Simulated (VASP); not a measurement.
FeO: single point with PBE+U

The system is FeO.

```xyz
4
Lattice="4.3300 2.1650 2.1650 2.1650 4.3300 2.1650 2.1650 2.1650 4.3300" Properties=species:S:1:pos:R:3 pbc="T T T"
Fe    0.0000    0.0000    0.0000
Fe    4.3300    4.3300    4.3300
O     2.1975    2.1769    2.1899
O     6.4950    6.4950    6.4950
```

| Quantity | Value |
| --- | --- |
| Program | VASP 6.6.1 |
| Task | single point |
| Functional | PBE |
| Potentials or basis | VASP PAW PBE potentials, release 64 (Fe, O) |
| Cutoff | 600 eV |
| k mesh | 3 × 3 × 3 |
| Occupations | fermi-dirac, width 0.1 eV |
| Spin | collinear spin, antiferromagnetic start |
| Starting moments | [3.7, -3.7, 0.0, 0.0] μB |
| Hubbard terms | Fe d U = 4.6 eV |
| Dipole correction | no |
| Further INCAR settings | ALGO = Normal; EDIFF = 1e-06; NBANDS = 26 |

| Property | Result |
| --- | --- |
| Pressure | -0.2 GPa |
| Largest force | 0.276 eV/Å |
| Net moment | 0.08 μB per cell |
| Site moments | Fe +3.77, -3.71; O +0.01 μB |
| Valence electrons inside the program's atomic spheres | Fe 6.76, 6.75; O 5.00 |

Forces on the atoms (eV/Å):
```
Fe   0.105  0.043  0.081
Fe   0.082  0.036  0.066
O   -0.201 -0.095 -0.162
O    0.014  0.017  0.016
```

Stress tensor (GPa, compression positive):
```
-0.16  1.37  1.35
 1.37 -0.28  1.36
 1.35  1.36 -0.22
```

Levels at points of the mesh, in eV from the Fermi level:
Spin up:
| k point | band 10 | band 11 | band 12 | band 13 | band 14 | band 15 | band 16 | band 17 | band 18 | band 19 |
| --- | --- | --- | --- | --- | --- | --- | --- | --- | --- | --- |
| (0.00, 0.00, 0.00) | -3.51 | -3.51 | -2.94 | -2.91 | -0.38 | -0.37 | 0.33 | 2.06 | 3.13 | 3.14 |
Spin down:
```csv
k point,band 10,band 11,band 12,band 13,band 14,band 15,band 16,band 17,band 18,band 19
"(0.00, 0.00, 0.00)",-3.50,-3.49,-3.08,-3.05,-0.35,-0.34,0.32,2.03,3.06,3.07
```

Eigenvalues of the final occupation matrices:
```tsv
site	spin	trace	eigenvalues
site 1 d	1	4.94	0.97 0.97 0.97 1.01 1.02
site 1 d	2	1.19	0.04 0.11 0.11 0.46 0.46
site 2 d	1	1.23	0.04 0.10 0.10 0.50 0.50
site 2 d	2	4.93	0.97 0.97 0.97 1.01 1.01
```

Wall time 88 s on 1 thread of Intel(R) Xeon(R) 6975P-C (Granite Rapids), with other jobs on the host, peak memory 0.32 GiB.

Caveat: the k points lie up to 0.80 Å⁻¹ apart. The state reached can hang on the start; a lower one may exist.
